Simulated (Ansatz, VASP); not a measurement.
**Two plane-wave programs on Li3Os**

```
CELL_PARAMETERS angstrom
3.73151 0.00000 0.00000
0.00000 3.73151 0.00000
0.00000 0.00000 3.73151
ATOMIC_POSITIONS crystal
Li 0.00000 0.50000 0.50000
Li 0.50000 0.00000 0.50000
Li 0.50000 0.50000 0.00000
Os 0.00000 0.00000 0.00000
```

Alike in both runs: task relaxation of cell and atoms; functional PBE; k mesh 12 × 12 × 12; occupations gaussian, width 0.1 eV; no spin polarisation.

|  | VASP | Ansatz |
| --- | --- | --- |
| version | VASP 6.6.1 | Ansatz 0.2.0 |
| potentials or method | VASP PAW PBE potentials, release 64 (Li_sv, Os), cutoff 600 eV | scalar-relativistic, plane waves, PAW |
| valence electrons in the cell | 17 | 25 |

Ansatz gave:

* gap on the k mesh at the Fermi level, each at its own relaxed structure (eV): none
* relaxed volume (Å³/atom): 12.99
* relaxed cell length with the largest relative difference (Å): 3.732

Question: What did VASP give for the same quantities?

Answer: gap on the k mesh at the Fermi level, each at its own relaxed structure (eV): none; relaxed volume (Å³/atom): 12.97; relaxed cell length with the largest relative difference (Å): 3.730.

A gap of «none» marks a metal or a gap that the smearing closes. VASP's potentials hold 17 valence electrons a cell and Ansatz's 25, so a difference there can come from the potentials and not from the codes.

Spin-orbit coupling is off throughout. Noted on VASP's run: the cutoff is short for stress, so the pressure is rough.
